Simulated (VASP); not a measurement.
# P (P2/m) in VASP: single point with PBEsol

Aim: the single point of P with PBEsol.

Program: VASP 6.6.1. These are calculated values, not measurements. Logs are shortened: lines on timing, memory, paths and dates and some standing lists are left out, and cuts for length are marked.

## 1. The cell of the first run

The typed cell holds 2 atoms: a = 2.800 Å, b = 2.435 Å, c = 4.793 Å, α = 90.00°, β = 90.03°, γ = 90.00°.

## 2. Single point, PBEsol (strain +0.1500 x Voigt [1, 0, 0, 0, 0, 0])

File INCAR:

```
SYSTEM = P
PREC = Accurate ; ENCUT = 520
EDIFF = 1E-6 ; ISMEAR = 0
SIGMA = 0.15 ; LREAL = .FALSE.
LASPH = .TRUE. ; NELM = 60
ALGO = Normal ; ISIF = 2
LWAVE = .FALSE. ; LCHARG = .FALSE.
GGA = PS ; NBANDS = 12
```

File KPOINTS:

```
regular mesh
0
G
  24 24 12
  0 0 0
```

File POSCAR:

```
P
1.0
    2.7999477377      0.0000000000      0.0052449061
    0.0000000000      2.4346254890      0.0000000000
   -0.0113875382      0.0000000000      4.7929475526
P
2
Direct
    0.0000000000      0.0000000000      0.2500000000
    1.0000000000      0.0000000000      0.7500000000
```

Potentials or basis: VASP PAW PBE potentials, release 64 (P).

Run with:

```sh
$ cat potpaw_PBE.64/P/POTCAR > POTCAR
$ mpirun -np 1 vasp_std > vasp.out
```

OUTCAR:

```text
SYSTEM = P
   PREC = Accurate
   ENCUT = 520
   EDIFF = 1E-6
   ISMEAR = 0
   LREAL = .FALSE.
   LASPH = .TRUE.
   NELM = 60
   ISIF = 2
   GGA = PS

 ion  position               nearest neighbor table
   1  0.000  0.000  0.250-   2 2.40   2 2.40
   2  0.000  0.000  0.750-   1 2.40   1 2.40

  LATTYP: Found a simple monoclinic cell.
 ALAT       =     2.7999526501
 B/A-ratio  =     0.8695238074
 C/A-ratio  =     1.7118007621
 COS(beta)  =    -0.0005026766

  Lattice vectors:

 A1 = (   2.7999477377,   0.0000000000,   0.0052449061)
 A2 = (   0.0000000000,   2.4346254890,   0.0000000000)
 A3 = (  -0.0113875382,   0.0000000000,   4.7929475526)

Analysis of symmetry for initial positions (statically):
=====================================================================
 Subroutine PRICEL returns following result:

  LATTYP: Found a simple monoclinic cell.
 ALAT       =     2.3964805402
 B/A-ratio  =     1.0159170701
 C/A-ratio  =     1.1683602696
 COS(beta)  =    -0.0005026766

  Lattice vectors:

 A1 = (  -0.0056937691,   0.0000000000,   2.3964737763)
 A2 = (   0.0000000000,  -2.4346254890,   0.0000000000)
 A3 = (   2.7999477377,   0.0000000000,   0.0052449061)

   2 primitive cells build up your supercell.

 Routine SETGRP: Setting up the symmetry group for a
 simple monoclinic supercell.

 Subroutine GETGRP returns: Found  4 space group operations
 (whereof  4 operations were pure point group operations)
 out of a pool of  4 trial point group operations.

The static configuration has the point symmetry C_2h.

Analysis of symmetry for dynamics (positions and initial velocities):
=====================================================================
 Subroutine PRICEL returns following result:

  LATTYP: Found a simple monoclinic cell.
 ALAT       =     2.3964805402
 B/A-ratio  =     1.0159170701
 C/A-ratio  =     1.1683602696
 COS(beta)  =    -0.0005026766

  Lattice vectors:

 A1 = (  -0.0056937691,   0.0000000000,   2.3964737763)
 A2 = (   0.0000000000,  -2.4346254890,   0.0000000000)
 A3 = (   2.7999477377,   0.0000000000,   0.0052449061)

   2 primitive cells build up your supercell.

 Routine SETGRP: Setting up the symmetry group for a
 simple monoclinic supercell.

 Subroutine GETGRP returns: Found  4 space group operations
[... 106 lines left out ...]
   NFREE  =      0    steps in history (QN), initial steepest desc. (CG)
   ISIF   =      2    stress and relaxation
   ISYM   =      2    0-nonsym 1-usesym 2-fastsym
   POTIM  = 0.5000    time-step for ionic-motion
   TEBEG  =    0.0;   TEEND  =   0.0 temperature during run
   PSTRESS=    0.0 pullay stress
   NELECT =      10.0000    total number of electrons
   NUPDOWN=      -1.0000    fix difference up-down
   EMIN   =  10.00;   EMAX   =-10.00  energy-range for DOS
   EFERMI =   0.00;   METHOD = LEGACY
   ISMEAR =     0;   SIGMA  =   0.15  broadening in eV -4-tet -1-fermi 0-gaus
   EFERMI_NEDOS =   21; number of points for ismear=-14 and -15
   IALGO  =     38    algorithm
   IMIX   =      4    mixing-type and parameters
     AMIX     =   0.40;   BMIX     =  1.00
     AMIX_MAG =   1.60;   BMIX_MAG =  1.00
  volume/ion in A,a.u.               =      16.34       110.24
  Fermi-wavevector in a.u.,A,eV,Ry     =   1.103264  2.084866 16.560881  1.217190
  Thomas-Fermi vector in A             =   2.239719
   LORBIT       =      0    0 simple, 1 ext, 2 COOP (PROOUT), +10 PAW based schemes
   GGA     = PS    functional components
   LHFCALC =     F    Hartree Fock is set to
   AEXX    =    0.0000 exact exchange contribution
   IVDW    =     0    specifies the selected vdW correction
   LEPSILON=     F    determine dielectric tensor
   LRPA    =     F    only Hartree local field effects (RPA)
 non-spin polarized calculation
 Gauss-broadening in eV      SIGMA  =   0.15
  energy-cutoff  :      520.00
  volume of cell :       32.67
 maximum number of plane-waves:       902
 NGX is ok and might be reduce to    24
   NGX = 11   NGY =  9   NGZ = 17

 number of electron      10.0000000 magnetization

 number of electron       9.9999998 magnetization

 Free energy of the ion-electron system (eV)
  ---------------------------------------------------
  ext. energy  EPLUGINS =         0.00000000
  ---------------------------------------------------
  free energy    TOTEN  =       -11.18400975 eV

  energy without entropy =      -11.17615491  energy(sigma->0) =      -11.18008233

 E-fermi :   7.9198     XC(G=0): -10.8618

 val. band max:        7.9146602327   @ k =   0.1667   0.3750   0.4167
 cond. band min:       7.9255558276   @ k =  -0.2083   0.3750   0.4167
 fundamental gap:      0.0108955949
 Fermi energy:         7.9197912250

 k-point     1 :       0.0000    0.0000    0.0000
  band No.  band energies     occupation
      1      -7.5644      2.00000
      2      -2.7278      2.00000
      3       0.0103      2.00000
      4       9.1255      0.00000
      5      12.3991      0.00000
      6      13.3639      0.00000
      7      13.8657      0.00000
      8      14.5489      0.00000
      9      15.6746      0.00000
     10      16.9507      0.00000
     11      17.2465      0.00000
     12      18.6399      0.00000
[... 331 lines left out ...]
 k-point    24 :       0.4167    0.0417    0.0000
  band No.  band energies     occupation
      1      -5.4869      2.00000
      2      -0.5345      2.00000
      3       0.9381      2.00000
      4       1.6741      2.00000
      5       4.9668      2.00000
      6      10.0418      0.00000
      7      14.2983      0.00000
      8      15.7937      0.00000
      9      17.5235      0.00000
     10      17.6219      0.00000
     11      22.8919      0.00000
     12      23.4597      0.00000

 [... further k-points ...]

------------------------ aborting loop because EDIFF is reached ----------------------------------------

  FORCE on cell =-STRESS in cart. coord.  units (eV):
  Direction    XX          YY          ZZ          XY          YZ          ZX
  --------------------------------------------------------------------------------------
  -------------------------------------------------------------------------------------
  Total       -4.0993943     -1.2177501     -0.5592498      0.0000000      0.0000000     -0.0024328
  in kB     -201.0219926    -59.7148116    -27.4239342      0.0000000      0.0000000     -0.1192980
  external PRESSURE =     -96.0535795 kB  Pullay stress =       0.0000000 kB

 VOLUME and BASIS-vectors are now :
 -----------------------------------------------------------------------------
  energy-cutoff  :      520.00
  volume of cell :       32.67
      direct lattice vectors                 reciprocal lattice vectors
     2.799947738  0.000000000  0.005244906     0.357147934  0.000000000  0.000848546
     0.000000000  2.434625489  0.000000000     0.000000000  0.410740791  0.000000000
    -0.011387538  0.000000000  4.792947553    -0.000390826  0.000000000  0.208638951

 POSITION                                       TOTAL-FORCE (eV/Angst)
 -----------------------------------------------------------------------------------
     -0.00285      0.00000      1.19824         0.000000      0.000000      0.000000
     -0.00854      0.00000      3.59471        -0.000000     -0.000000      0.000000
 -----------------------------------------------------------------------------------
    total drift:                                0.000000     -0.000000     -0.000000

  FREE ENERGIE OF THE ION-ELECTRON SYSTEM (eV)
  ---------------------------------------------------
  free  energy   TOTEN  =       -11.1840097491 eV

  energy  without entropy=      -11.1761549084  energy(sigma->0) =      -11.18008233
```

OSZICAR:

```text
N       E                     dE             d eps       ncg     rms          rms(c)
DAV:   1     0.167749309936E+02    0.16775E+02   -0.43557E+03 45576   0.712E+02
DAV:   2    -0.101821969631E+02   -0.26957E+02   -0.25571E+02 61300   0.107E+02
DAV:   3    -0.111945674872E+02   -0.10124E+01   -0.10032E+01 58532   0.192E+01
DAV:   4    -0.112008493157E+02   -0.62818E-02   -0.62805E-02 54240   0.187E+00
DAV:   5    -0.112008993054E+02   -0.49990E-04   -0.49989E-04 58360   0.157E-01    0.564E+00
DAV:   6    -0.111891858585E+02    0.11713E-01   -0.52308E-03 52944   0.413E-01    0.329E+00
DAV:   7    -0.111840335341E+02    0.51523E-02   -0.10242E-02 51672   0.597E-01    0.130E-01
DAV:   8    -0.111840036223E+02    0.29912E-04   -0.92363E-04 53248   0.179E-01    0.552E-02
DAV:   9    -0.111840090089E+02   -0.53866E-05   -0.17938E-05 57028   0.303E-02    0.197E-02
DAV:  10    -0.111840097491E+02   -0.74024E-06   -0.16658E-06 44416   0.814E-03
   1 F= -.11184010E+02 E0= -.11180082E+02  d E =-.785484E-02
```

It took 5.4 min on 1 thread of AMD EPYC 7R32 (Zen 2), shared host; peak memory 0.58 GiB.

What came out:

* Free energy: -11.1840 eV
* Pressure: -9.6 GPa
* Band gap on the k mesh: zero (bands 5 and 6 overlap by 7.41 eV)

Caveat: the cell differs from its parent crystal (strain +0.1500 x Voigt [1, 0, 0, 0, 0, 0]); the stress differs along the axes, from -20 to -3 GPa; the PAW data sets were made with another functional, which shifts forces and pressure a little.
